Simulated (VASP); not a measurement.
HfC, 4 atoms in the cell. Symmetry: P6_3/mmc, No. 194, hexagonal system. The conventional cell has a = 3.343 Å, b = 3.343 Å, c = 5.203 Å, α = 90.00°, β = 90.00°, γ = 120.00°. Hf (site symmetry -6m2) has 6 C at 2.33 Å within 3.1 Å. Within 3.1 Å of C (site symmetry -3m) lie 6 Hf at 2.33 Å and 2 C at 2.60 Å. 

| Quantity | Value |
| --- | --- |
| Program | VASP 6.6.1 |
| Task | single point |
| Functional | PBEsol |
| Potentials or basis | VASP PAW PBE potentials, release 64 (Hf_pv, C) |
| Cutoff | 520 eV |
| k mesh | 9 × 9 × 5 |
| Occupations | fermi-dirac, width 0.1 eV |
| Spin | no spin polarisation |
| Dipole correction | no |
| Further INCAR settings | ALGO = Normal; EDIFF = 1e-07; NBANDS = 22 |

Potentials or basis: VASP PAW PBE potentials, release 64 (Hf_pv, C).

The run is started by

```bash
$ cat potpaw_PBE.64/Hf_pv/POTCAR potpaw_PBE.64/C/POTCAR > POTCAR
$ mpirun -np 1 vasp_std > vasp.out
```

Hardware: 1 thread of Intel Xeon 8259CL (shared host).

**Question.** How long does it take, and how much memory?

**Answer.** Wall time 2.6 min on 1 thread of Intel Xeon 8259CL, on a shared host, peak memory 0.2 GiB. Counts: scf iterations 14, k points 36.
